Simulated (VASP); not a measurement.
Cu3Re:

```
Cu Re
1.0
     3.48160    0.00000    0.00000
     0.00000    3.48160    0.00000
     0.00000    0.00000    4.86509
Cu Re
3 1
Direct
  0.50000 0.50000 0.24418
  0.50000 0.50000 0.75582
  0.00000 0.00000 0.00000
  0.00000 0.00000 0.50000
```

The cell was built from a structure type or drawn by symmetry, and may not be a known phase.

* Program: VASP 6.6.1
* Task: relaxation of cell and atoms
* Functional: PBE
* Potentials or basis: VASP PAW PBE potentials, release 64 (Cu, Re)
* Cutoff: 600 eV
* k mesh: 6 × 6 × 4
* Occupations: gaussian, width 0.1 eV
* Spin: no spin polarisation

At the start: pressure -11.8 GPa; volume 14.74 Å³/atom.

Question: Where does the relaxation end?

Answer: Over 17 steps the energy falls by 576.4 meV/atom and the volume is 12.66 Å³/atom (-14.1 %); space group P4/mmm (No. 123, to 0.1 Å) before and after.

The path:
```
step  energy change (eV)  largest force (eV/Å)  pressure (GPa)  volume (Å³)
   1              0.0000                0.6497          -11.84        58.97
   2             -1.2154                0.6238            8.43        49.76
   3             -1.2533                0.7833           12.27        48.99
   4             -1.6814                0.4755           -3.32        51.84
   5             -1.7191                0.4032           -5.94        52.49
   6             -1.7577                0.2388           -9.66        53.68
   7             -2.1526                0.3250            5.32        49.40
   8             -2.1282                0.2044           16.70        47.20
   9             -2.1746                0.2656           10.45        48.27
  10             -2.2142                0.1650           11.23        48.14
  11             -2.2269                0.0217           10.80        48.22
  12             -2.2990                0.1488            1.93        50.04
  13             -2.3022                0.1753            0.25        50.46
  14             -2.3023                0.1789           -0.02        50.52
  15             -2.3032                0.1498            0.08        50.54
  16             -2.3049                0.0885            0.02        50.57
  17             -2.3058                0.0353            0.05        50.63
```

Final structure:
```
Cu Re
1.0
     2.63630    0.00000    0.00000
     0.00000    2.63630    0.00000
     0.00000    0.00000    7.28528
Cu Re
3 1
Direct
  0.50000 0.50000 0.23705
  0.50000 0.50000 0.76295
  0.00000 0.00000 0.00000
  0.00000 0.00000 0.50000
```

Caveat: a cell axis changed by over 15 % at a fixed basis, so the end point is rough.
